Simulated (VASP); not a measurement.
# Mo (I4/mmm) in VASP: notebook

Mo is run at these levels: PBEsol; tasks: single point.

Program: VASP 6.6.1. These are calculated values, not measurements. Logs are shortened: lines on timing, memory, paths and dates and some standing lists are left out, and cuts for length are marked.

## Step 1: The cell of the first run

The structure is tetragonal, space group I4/mmm (No. 139). Conventional cell: a = 3.142 Å, b = 3.142 Å, c = 3.095 Å, α = 90.00°, β = 90.00°, γ = 90.00°. Mo (site symmetry 4/mmm) has 14 Mo at 2.71 to 3.14 Å within 3.6 Å.

## Step 2: Single point, PBEsol (strain -0.0150 x Voigt [0, 1, 0, 0, 0, 0])

File INCAR:

```
SYSTEM = Mo
PREC = Accurate
ENCUT = 520
EDIFF = 1E-7
ISMEAR = 0
SIGMA = 0.15
LREAL = .FALSE.
LASPH = .TRUE.
NELM = 60
ALGO = Fast
ISIF = 2
LWAVE = .FALSE.
LCHARG = .TRUE.
GGA = PS
LELF = .TRUE.
LVHAR = .TRUE.
NBANDS = 13
```

File KPOINTS:

```
Automatic mesh
0
G
  22 22 22
  0 0 0
```

File POSCAR:

```
Mo
1.0
   -1.5710000000      1.5474350000      1.5710000000
    1.5710000000     -1.5474350000      1.5710000000
    1.5710000000      1.5474350000     -1.5710000000
Mo
1
Direct
    0.0000000000      0.0000000000      0.0000000000
```

Potentials or basis: VASP PAW PBE potentials, release 64 (Mo_sv).

Command:

```bash
cat potpaw_PBE.64/Mo_sv/POTCAR > POTCAR
mpirun -np 1 vasp_std > vasp.out
```

OUTCAR:

```text
SYSTEM = Mo
   PREC = Accurate
   ENCUT = 520
   EDIFF = 1E-7
   ISMEAR = 0
   LREAL = .FALSE.
   LASPH = .TRUE.
   NELM = 60
   ISIF = 2
   GGA = PS

 ion  position               nearest neighbor table
   1  0.000  0.000  0.000-

  LATTYP: Found a body centered tetragonal cell.
 ALAT       =     3.1420000000
 C/A-ratio  =     0.9850000000

  Lattice vectors:

 A1 = (  -1.5710000000,  -1.5474350000,   1.5710000000)
 A2 = (   1.5710000000,  -1.5474350000,  -1.5710000000)
 A3 = (   1.5710000000,   1.5474350000,   1.5710000000)

Analysis of symmetry for initial positions (statically):
=====================================================================
 Subroutine PRICEL returns:
 Original cell was already a primitive cell.

 Routine SETGRP: Setting up the symmetry group for a
 body centered tetragonal supercell.

 Subroutine GETGRP returns: Found 16 space group operations
 (whereof 16 operations were pure point group operations)
 out of a pool of 16 trial point group operations.

The static configuration has the point symmetry D_4h.

Analysis of symmetry for dynamics (positions and initial velocities):
=====================================================================
 Subroutine PRICEL returns:
 Original cell was already a primitive cell.

 Routine SETGRP: Setting up the symmetry group for a
 body centered tetragonal supercell.

 Subroutine GETGRP returns: Found 16 space group operations
 (whereof 16 operations were pure point group operations)
 out of a pool of 16 trial point group operations.

The dynamic configuration has the point symmetry D_4h.

 Subroutine INISYM returns: Found 16 space group operations
 (whereof 16 operations are pure point group operations),
 and found     1 'primitive' translations

----------------------------------------------------------------------------------------

                                     Primitive cell

  volume of cell :      15.2765

  direct lattice vectors                    reciprocal lattice vectors
    -1.571000000  1.547435000  1.571000000     0.000000000  0.323115349  0.318268619
     1.571000000 -1.547435000  1.571000000     0.318268619  0.000000000  0.318268619
     1.571000000  1.547435000 -1.571000000     0.318268619  0.323115349  0.000000000

  length of vectors
     2.707514927  2.707514927  2.707514927     0.453539902  0.450099797  0.453539902

  position of ions in fractional coordinates (direct lattice)
     0.000000000  0.000000000  0.000000000

  ion indices of the primitive-cell ions
   primitive index   ion index
                 1           1

[... 77 lines left out ...]
   ISIF   =      2    stress and relaxation
   ISYM   =      2    0-nonsym 1-usesym 2-fastsym
   POTIM  = 0.5000    time-step for ionic-motion
   TEBEG  =    0.0;   TEEND  =   0.0 temperature during run
   PSTRESS=    0.0 pullay stress
   NELECT =      14.0000    total number of electrons
   NUPDOWN=      -1.0000    fix difference up-down
   EMIN   =  10.00;   EMAX   =-10.00  energy-range for DOS
   EFERMI =   0.00;   METHOD = LEGACY
   ISMEAR =     0;   SIGMA  =   0.15  broadening in eV -4-tet -1-fermi 0-gaus
   EFERMI_NEDOS =   21; number of points for ismear=-14 and -15
   IALGO  =     68    algorithm
   IMIX   =      4    mixing-type and parameters
     AMIX     =   0.40;   BMIX     =  1.00
     AMIX_MAG =   1.60;   BMIX_MAG =  1.00
  volume/ion in A,a.u.               =      15.28       103.09
  Fermi-wavevector in a.u.,A,eV,Ry     =   1.590166  3.004979 34.404090  2.528629
  Thomas-Fermi vector in A             =   2.688903
   LORBIT       =      0    0 simple, 1 ext, 2 COOP (PROOUT), +10 PAW based schemes
   GGA     = PS    functional components
   LHFCALC =     F    Hartree Fock is set to
   AEXX    =    0.0000 exact exchange contribution
   IVDW    =     0    specifies the selected vdW correction
   LEPSILON=     F    determine dielectric tensor
   LRPA    =     F    only Hartree local field effects (RPA)
 non-spin polarized calculation
 RMM-DIIS sequential band-by-band and
 Gauss-broadening in eV      SIGMA  =   0.15
  energy-cutoff  :      520.00
  volume of cell :       15.28
 maximum number of plane-waves:       426
   NGX =  9   NGY =  9   NGZ =  9

 number of electron      13.9999998 magnetization

 Free energy of the ion-electron system (eV)
  ---------------------------------------------------
  ext. energy  EPLUGINS =         0.00000000
  ---------------------------------------------------
  free energy    TOTEN  =       -11.77787161 eV

  energy without entropy =      -11.77055152  energy(sigma->0) =      -11.77421157

 E-fermi :  12.8246     XC(G=0): -13.6585

 val. band max:       12.8228870217   @ k =  -0.2727   0.3182   0.1364
 cond. band min:      12.8271000813   @ k =  -0.2727   0.2727   0.1364
 fundamental gap:      0.0042130596
 Fermi energy:        12.8245609571

 k-point     1 :       0.0000    0.0000    0.0000
  band No.  band energies     occupation
      1     -48.3566      2.00000
      2     -21.5908      2.00000
      3     -21.5908      2.00000
      4     -21.5843      2.00000
      5       5.4779      2.00000
      6      11.3095      2.00000
      7      11.4905      2.00000
      8      11.4905      2.00000
      9      14.4085      0.00000
     10      14.6434      0.00000
     11      27.5829      0.00000
     12      27.5829      0.00000
     13      27.8806      0.00000
[... 354 lines left out ...]
  band No.  band energies     occupation
      1     -48.0622      2.00000
      2     -23.0866      2.00000
      3     -22.0838      2.00000
      4     -21.6215      2.00000
      5       7.4120      2.00000
      6       9.2853      2.00000
      7      14.0553      0.00000
      8      14.6574      0.00000
      9      15.5272      0.00000
     10      17.9106      0.00000
     11      24.8511      0.00000
     12      24.9888      0.00000
     13      30.2631      0.00000

 [... further k-points ...]
[... 5 lines left out ...]
  --------------------------------------------------------------------------------------
  -------------------------------------------------------------------------------------
  Total       -0.0122973      0.4518273     -0.0122973      0.0000000      0.0000000      0.0000000
  in kB       -1.2897215     47.3868949     -1.2897215      0.0000000      0.0000000      0.0000000
  external PRESSURE =      14.9358173 kB  Pullay stress =       0.0000000 kB

 VOLUME and BASIS-vectors are now :
 -----------------------------------------------------------------------------
  energy-cutoff  :      520.00
  volume of cell :       15.28
      direct lattice vectors                 reciprocal lattice vectors
    -1.571000000  1.547435000  1.571000000     0.000000000  0.323115349  0.318268619
     1.571000000 -1.547435000  1.571000000     0.318268619  0.000000000  0.318268619
     1.571000000  1.547435000 -1.571000000     0.318268619  0.323115349  0.000000000

 POSITION                                       TOTAL-FORCE (eV/Angst)
 -----------------------------------------------------------------------------------
      0.00000      0.00000      0.00000         0.000000     -0.000000      0.000000
 -----------------------------------------------------------------------------------
    total drift:                                0.000000     -0.000000      0.000000

  FREE ENERGIE OF THE ION-ELECTRON SYSTEM (eV)
  ---------------------------------------------------
  free  energy   TOTEN  =       -11.7778716143 eV

  energy  without entropy=      -11.7705515211  energy(sigma->0) =      -11.77421157
```

stdout:

```text
POSCAR found type information on POSCAR Mo
 POSCAR found :  1 types and       1 ions
 scaLAPACK will be used
 -----------------------------------------------------------------------------
|                                                                             |
|                                                                             |
|     You enforced a specific xc type in the INCAR file but a different       |
|     I HOPE YOU KNOW WHAT YOU ARE DOING!                                     |
|                                                                             |
 -----------------------------------------------------------------------------

 LDA part: xc-table for (Slater+PW92), standard interpolation
 POSCAR, INCAR and KPOINTS ok, starting setup
 FFT: planning ... GRIDC
 FFT: planning ... GRID_SOFT
 FFT: planning ... GRID
 WAVECAR not read
 entering main loop
```

It took 54 s on 1 thread of Intel Xeon 6975P-C (Granite Rapids), shared host; peak memory 0.26 GiB.

Results:

```
Free energy            : -11.7779 eV
Pressure               : 1.5 GPa
Band gap on the k mesh : zero (bands 7 and 8 overlap by 5.50 eV)
```

Caveat: the cell differs from its parent crystal (strain -0.0150 x Voigt [0, 1, 0, 0, 0, 0]); the PAW data sets were made with another functional, which shifts forces and pressure a little.

## Step 3: Single point, PBEsol (strain +0.0150 x Voigt [0, 1, 0, 0, 0, 0])

File INCAR:

```
PREC = Accurate
ENCUT = 520
EDIFF = 1E-6
ISMEAR = 0
SIGMA = 0.15
LREAL = F
LASPH = T
NELM = 100
ALGO = Fast
ISIF = 2
LWAVE = F
LCHARG = T
GGA = PS
LELF = T
LVHAR = T
NBANDS = 13
```

File KPOINTS:

```
regular mesh
0
Gamma
  22 22 22
```

File POSCAR:

```
Mo
1.0
   -1.5710000000      1.5945650000      1.5710000000
    1.5710000000     -1.5945650000      1.5710000000
    1.5710000000      1.5945650000     -1.5710000000
Mo
1
Direct
    0.0000000000      0.0000000000      0.0000000000
```

Potentials or basis: VASP PAW PBE potentials, release 64 (Mo_sv).

Command:

```bash
cat potpaw_PBE.64/Mo_sv/POTCAR > POTCAR
mpirun -np 1 vasp_std > vasp.out
```

It took 50 s on 1 thread of Intel Xeon 6975P-C (Granite Rapids), shared host; peak memory 0.26 GiB.

It converged, with:

* Free energy: -11.7705 eV
* Pressure: -6.5 GPa
* Band gap on the k mesh: zero (bands 7 and 8 overlap by 5.19 eV)

Stress tensor (GPa, compression positive):
```
-5.05  0.00  0.00
 0.00 -9.44  0.00
 0.00  0.00 -5.05
```

Levels at points of the mesh, in eV from the Fermi level:
| k point | band 5 | band 6 | band 7 | band 8 | band 9 | band 10 |
| --- | --- | --- | --- | --- | --- | --- |
| (0.00, 0.00, 0.00) | -7.24 | -1.39 | -1.39 | -1.22 | 1.54 | 1.76 |
| (0.50, 0.00, 0.00) | -5.28 | -3.30 | 1.56 | 1.59 | 2.29 | 4.74 |
| (0.00, 0.50, 0.00) | -5.31 | -3.48 | 1.68 | 1.83 | 2.38 | 4.77 |
| (0.50, 0.50, 0.50) | -5.41 | -5.38 | 3.96 | 4.01 | 4.01 | 8.73 |

Caveat: the cell differs from its parent crystal (strain +0.0150 x Voigt [0, 1, 0, 0, 0, 0]); the cell stands under tension; the PAW data sets were made with another functional, which shifts forces and pressure a little.

## Step 4: Single point, PBEsol (strain +0.0300 x Voigt [0, 1, 0, 0, 0, 0])

File INCAR:

```
PREC     = Accurate       # precision mode
ENCUT    = 520            # plane-wave cutoff, eV
EDIFF    = 1E-7           # SCF threshold, eV
ISMEAR   = 0              # smearing method
SIGMA    = 0.15           # smearing width, eV
LREAL    = F              # projectors in reciprocal space
LASPH    = T              # aspherical terms in the spheres
NELM     = 80             # most SCF steps
ALGO     = Fast           # electronic algorithm
ISIF     = 2              # what is computed and relaxed
LWAVE    = F              # write WAVECAR
LCHARG   = F              # write CHGCAR
GGA      = PS             # functional
NBANDS   = 13             # bands
```

File KPOINTS:

```
Automatic mesh
0
Gamma
  22 22 22
```

File POSCAR:

```
Mo
1.0
   -1.5710000000      1.6181300000      1.5710000000
    1.5710000000     -1.6181300000      1.5710000000
    1.5710000000      1.6181300000     -1.5710000000
Mo
1
Direct
    0.0000000000      0.0000000000      0.0000000000
```

Potentials or basis: VASP PAW PBE potentials, release 64 (Mo_sv).

Command:

```bash
cat potpaw_PBE.64/Mo_sv/POTCAR > POTCAR
mpirun -np 1 vasp_std > vasp.out
```

OUTCAR:

```text
PREC = Accurate
   ENCUT = 520
   EDIFF = 1E-7
   ISMEAR = 0
   LREAL = F
   LASPH = T
   NELM = 80
   ISIF = 2
   GGA = PS

 ion  position               nearest neighbor table
   1  0.000  0.000  0.000-

  LATTYP: Found a body centered tetragonal cell.
 ALAT       =     3.1420000000
 C/A-ratio  =     1.0300000000

  Lattice vectors:

 A1 = (  -1.5710000000,  -1.6181300000,   1.5710000000)
 A2 = (   1.5710000000,  -1.6181300000,  -1.5710000000)
 A3 = (   1.5710000000,   1.6181300000,   1.5710000000)

[... 554 lines left out ...]
      5       6.9811      2.00000
      6       8.9565      2.00000
      7      13.1408      0.00000
      8      13.5320      0.00000
      9      14.5585      0.00000
     10      16.8346      0.00000
     11      23.3378      0.00000
     12      24.2080      0.00000
     13      29.2687      0.00000

 [... further k-points ...]
[... 5 lines left out ...]
  --------------------------------------------------------------------------------------
  -------------------------------------------------------------------------------------
  Total       -0.7218791     -1.5534238     -0.7218791     -0.0000000      0.0000000      0.0000000
  in kB      -72.4017873   -155.8026218    -72.4017873     -0.0000000      0.0000000      0.0000000
  external PRESSURE =    -100.2020655 kB  Pullay stress =       0.0000000 kB

 VOLUME and BASIS-vectors are now :
 -----------------------------------------------------------------------------
  energy-cutoff  :      520.00
  volume of cell :       15.97
      direct lattice vectors                 reciprocal lattice vectors
    -1.571000000  1.618130000  1.571000000     0.000000000  0.308998659  0.318268619
     1.571000000 -1.618130000  1.571000000     0.318268619  0.000000000  0.318268619
     1.571000000  1.618130000 -1.571000000     0.318268619  0.308998659  0.000000000

 POSITION                                       TOTAL-FORCE (eV/Angst)
 -----------------------------------------------------------------------------------
      0.00000      0.00000      0.00000        -0.000000     -0.000000     -0.000000
 -----------------------------------------------------------------------------------
    total drift:                                0.000000     -0.000000      0.000000

  FREE ENERGIE OF THE ION-ELECTRON SYSTEM (eV)
  ---------------------------------------------------
  free  energy   TOTEN  =       -11.7523754189 eV

  energy  without entropy=      -11.7449178221  energy(sigma->0) =      -11.74864662
```

stdout:

```text
POSCAR found type information on POSCAR Mo
 POSCAR found :  1 types and       1 ions
 scaLAPACK will be used
 -----------------------------------------------------------------------------
|                                                                             |
|                                                                             |
|     You enforced a specific xc type in the INCAR file but a different       |
|     I HOPE YOU KNOW WHAT YOU ARE DOING!                                     |
|                                                                             |
 -----------------------------------------------------------------------------

 LDA part: xc-table for (Slater+PW92), standard interpolation
 POSCAR, INCAR and KPOINTS ok, starting setup
 FFT: planning ... GRIDC
 FFT: planning ... GRID_SOFT
 FFT: planning ... GRID
 WAVECAR not read
 entering main loop
WARNING in EDDRMM: call to ZHEGV failed, returncode =   8  4     13
```

It took 61 s on 1 thread of Intel Xeon 6975P-C (Granite Rapids), shared host; peak memory 0.26 GiB.

Results:

```yaml
Free_energy: -11.7524 eV
Pressure: -10.0 GPa
Band_gap_on_the_k_mesh: zero (bands 7 and 8 overlap by 4.95 eV)
```

Caveat: the cell differs from its parent crystal (strain +0.0300 x Voigt [0, 1, 0, 0, 0, 0]); the stress differs along the axes, from -16 to -7 GPa; the PAW data sets were made with another functional, which shifts forces and pressure a little.

## Step 5: The runs side by side

```csv
cell,further INCAR settings,gap on the mesh (eV),pressure (GPa)
"a = 2.708 Å, angles 109.1, 110.3, 109.1°, 1 atom",ALGO = Fast; EDIFF = 1e-07; NBANDS = 13,none,1.5
"a = 2.735 Å, angles 109.9, 108.7, 109.9°, 1 atom",ALGO = Fast; EDIFF = 1e-06; NBANDS = 13,none,-6.5
"a = 2.749 Å, angles 110.3, 107.9, 110.3°, 1 atom",ALGO = Fast; EDIFF = 1e-07; NBANDS = 13,none,-10.0
```

Alike in all rows: task single point; level PBEsol; potentials or basis VASP PAW PBE potentials, release 64 (Mo_sv); no spin polarisation; k mesh 22 × 22 × 22; cutoff (eV) 520; smearing gaussian 0.15 eV.

Caveats: the PAW data sets were made with another functional, which shifts forces and pressure a little; the cell stands under tension (at least some runs); the stress differs along the axes, from -16 to -7 GPa (at least some runs).

Absolute energies hang on the potentials; compare differences alone.
